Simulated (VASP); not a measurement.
# Ir4Cl in VASP: single point with PBE

Aim: the single point of Ir4Cl with PBE.

Program: VASP 6.6.1. These are calculated values, not measurements. Logs are shortened: lines on timing, memory, paths and dates and some standing lists are left out, and cuts for length are marked.

### 1 The cell of the first run

The cell holds a slab with vacuum, 5 atoms: a = 2.737 Å, b = 3.870 Å, c = 19.460 Å, α = 90.00°, β = 90.00°, γ = 90.00°.

### 2 Single point, PBE

Contents of INCAR:

```
ALGO = Fast ; DIPOL = 0.5 0.5 0.348
EDIFF = 1E-6 ; ENCUT = 520
GGA = PE ; IDIPOL = 3
ISIF = 2 ; ISMEAR = 0
LASPH = T ; LCHARG = F
LDIPOL = T ; LREAL = F
LWAVE = F ; NBANDS = 30
NELM = 80 ; PREC = Accurate
SIGMA = 0.1
```

Contents of KPOINTS:

```
k-points
0
Gamma
  10 7 1
```

Contents of POSCAR:

```
Ir4Cl
1.0
    2.7367600872      0.0000000000      0.0000000000
    0.0000000000      3.8703632323      0.0000000000
    0.0000000000      0.0000000000     19.4599433730
Ir Cl
4 1
Direct
    0.5000000000      0.5000000000      0.2055504440
    0.0000000000      0.0000000000      0.2758682254
    0.5000000000      0.5000000000      0.3454282605
    0.0000000000      0.0000000000      0.4090424736
    0.5000000000      0.5000000000      0.5055530430
```

Potentials or basis: VASP PAW PBE potentials, release 64 (Ir, Cl).

Command:

```console
$ cat potpaw_PBE.64/Ir/POTCAR potpaw_PBE.64/Cl/POTCAR > POTCAR
$ mpirun -np 1 vasp_std > vasp.out
```

OUTCAR:

```text
EDIFF = 1E-6
   ENCUT = 520
   GGA = PE
   ISIF = 2
   ISMEAR = 0
   LASPH = T
   LREAL = F
   NELM = 80
   PREC = Accurate

 ion  position               nearest neighbor table
   1  0.500  0.500  0.206-   3 2.72   2 2.74   2 2.74   2 2.74   2 2.74
   2  0.000  0.000  0.276-   4 2.59   3 2.73   3 2.73   3 2.73   3 2.73   1 2.74   1 2.74   1 2.74
                             1 2.74
   3  0.500  0.500  0.345-   4 2.67   4 2.67   4 2.67   4 2.67   1 2.72   2 2.73   2 2.73   2 2.73
                             2 2.73
   4  0.000  0.000  0.409-   2 2.59   3 2.67   3 2.67   3 2.67   3 2.67   5 3.02   5 3.02   5 3.02
                             5 3.02
   5  0.500  0.500  0.506-   4 3.02   4 3.02   4 3.02   4 3.02

  LATTYP: Found a simple orthorhombic cell.
 ALAT       =     2.7367600872
 B/A-ratio  =     1.4142135624
 C/A-ratio  =     7.1105770155

  Lattice vectors:

 A1 = (   2.7367600872,   0.0000000000,   0.0000000000)
 A2 = (   0.0000000000,   3.8703632323,   0.0000000000)
 A3 = (   0.0000000000,   0.0000000000,  19.4599433730)

Analysis of symmetry for initial positions (statically):
=====================================================================
 Subroutine PRICEL returns:
 Original cell was already a primitive cell.

 Routine SETGRP: Setting up the symmetry group for a
 simple orthorhombic supercell.

 Subroutine GETGRP returns: Found  4 space group operations
 (whereof  4 operations were pure point group operations)
 out of a pool of  8 trial point group operations.

The static configuration has the point symmetry C_2v.

Analysis of symmetry for dynamics (positions and initial velocities):
=====================================================================
 Subroutine PRICEL returns:
 Original cell was already a primitive cell.

 Routine SETGRP: Setting up the symmetry group for a
 simple orthorhombic supercell.

 Subroutine GETGRP returns: Found  4 space group operations
 (whereof  4 operations were pure point group operations)
 out of a pool of  8 trial point group operations.

The dynamic configuration has the point symmetry C_2v.

 Subroutine INISYM returns: Found  4 space group operations
 (whereof  4 operations are pure point group operations),
 and found     1 'primitive' translations

----------------------------------------------------------------------------------------
[... 104 lines left out ...]
   ISIF   =      2    stress and relaxation
   ISYM   =      2    0-nonsym 1-usesym 2-fastsym
   POTIM  = 0.5000    time-step for ionic-motion
   TEBEG  =    0.0;   TEEND  =   0.0 temperature during run
   PSTRESS=    0.0 pullay stress
   NELECT =      43.0000    total number of electrons
   NUPDOWN=      -1.0000    fix difference up-down
   EMIN   =  10.00;   EMAX   =-10.00  energy-range for DOS
   EFERMI =   0.00;   METHOD = LEGACY
   ISMEAR =     0;   SIGMA  =   0.10  broadening in eV -4-tet -1-fermi 0-gaus
   EFERMI_NEDOS =   21; number of points for ismear=-14 and -15
   IALGO  =     68    algorithm
   IMIX   =      4    mixing-type and parameters
     AMIX     =   0.40;   BMIX     =  1.00
     AMIX_MAG =   1.60;   BMIX_MAG =  1.00
  volume/ion in A,a.u.               =      41.22       278.20
  Fermi-wavevector in a.u.,A,eV,Ry     =   0.970929  1.834790 12.826265  0.942704
  Thomas-Fermi vector in A             =   2.101105
   LORBIT       =      0    0 simple, 1 ext, 2 COOP (PROOUT), +10 PAW based schemes
   GGA     = PE    functional components
   LHFCALC =     F    Hartree Fock is set to
   AEXX    =    0.0000 exact exchange contribution
   IVDW    =     0    specifies the selected vdW correction
   LEPSILON=     F    determine dielectric tensor
   LRPA    =     F    only Hartree local field effects (RPA)
 non-spin polarized calculation
 RMM-DIIS sequential band-by-band and
 Gauss-broadening in eV      SIGMA  =   0.10
  energy-cutoff  :      520.00
  volume of cell :      206.12
 maximum number of plane-waves:      5602
   NGX = 11   NGY = 15   NGZ = 73

 dipolmoment           0.000000      0.000000     -0.012920 electrons x Angstroem

 number of electron      42.9999998 magnetization

 dipolmoment           0.000000      0.000000      0.057204 electrons x Angstroem

 Free energy of the ion-electron system (eV)
  ---------------------------------------------------
  ext. energy  EPLUGINS =         0.00000000
  ---------------------------------------------------
  free energy    TOTEN  =       -33.40507227 eV

  energy without entropy =      -33.35929389  energy(sigma->0) =      -33.38218308

 E-fermi :  -0.3998     XC(G=0):  -5.7974

 val. band max:       -0.4074703631   @ k =   0.1000   0.2857   0.0000
 cond. band min:      -0.3894468852   @ k =   0.1000   0.1429   0.0000
 fundamental gap:      0.0180234779
 Fermi energy:        -0.3998498883

 k-point     1 :       0.0000    0.0000    0.0000
  band No.  band energies     occupation
      1     -16.0173      2.00000
      2      -9.9849      2.00000
      3      -7.3716      2.00000
      4      -7.2475      2.00000
      5      -6.3940      2.00000
      6      -5.8432      2.00000
[... 781 lines left out ...]
     29       5.7638      0.00000
     30       6.3081      0.00000

------------------------ aborting loop because EDIFF is reached ----------------------------------------

 vacuum level on the upper side and lower side of the slab       (xc-potential included)         0.280        -0.692

  FORCE on cell =-STRESS in cart. coord.  units (eV):
  Direction    XX          YY          ZZ          XY          YZ          ZX
  --------------------------------------------------------------------------------------
  -------------------------------------------------------------------------------------
  Total       -3.8773689     -4.2964218     -0.0477703      0.0000000      0.0000000      0.0000000
  in kB      -30.1382257    -33.3954629     -0.3713119      0.0000000      0.0000000      0.0000000
  external PRESSURE =     -21.3016668 kB  Pullay stress =       0.0000000 kB

 VOLUME and BASIS-vectors are now :
 -----------------------------------------------------------------------------
  energy-cutoff  :      520.00
  volume of cell :      206.12
      direct lattice vectors                 reciprocal lattice vectors
     2.736760087  0.000000000  0.000000000     0.365395566  0.000000000  0.000000000
     0.000000000  3.870363232  0.000000000     0.000000000  0.258373682  0.000000000
     0.000000000  0.000000000 19.459943373     0.000000000  0.000000000  0.051387611

 POSITION                                       TOTAL-FORCE (eV/Angst)
 -----------------------------------------------------------------------------------
      1.36838      1.93518      4.00000         0.000000      0.000000      1.197495
      0.00000      0.00000      5.36838         0.000000      0.000000     -1.364783
      1.36838      1.93518      6.72201         0.000000      0.000000     -0.961217
      0.00000      0.00000      7.95994         0.000000      0.000000      1.122837
      1.36838      1.93518      9.83803         0.000000      0.000000      0.005668
 -----------------------------------------------------------------------------------
    total drift:                                0.000000      0.000000     -0.000521

  FREE ENERGIE OF THE ION-ELECTRON SYSTEM (eV)
  ---------------------------------------------------
  free  energy   TOTEN  =       -33.4050722661 eV

  energy  without entropy=      -33.3592938943  energy(sigma->0) =      -33.38218308

 vacuum level on the upper side and lower side of the slab         5.616         4.624
```

Wall time 7.8 min (1 thread of Oxide Virtual Turin-like, shared host); peak memory 0.33 GiB.

What came out:

| Quantity | Value |
| --- | --- |
| Free energy | -33.4051 eV |
| Largest force | 1.365 eV/Å |
| Band gap on the k mesh | zero (an odd number of electrons rules out a gap without spin polarisation) |

Forces in eV/Å, atoms in the order of the input:
```
Ir   0.000  0.000  1.197
Ir   0.000  0.000 -1.365
Ir   0.000  0.000 -0.961
Ir   0.000  0.000  1.123
Cl   0.000  0.000  0.006
```

Caveat: spin-orbit coupling is left out, which moves the levels of the heavy elements.
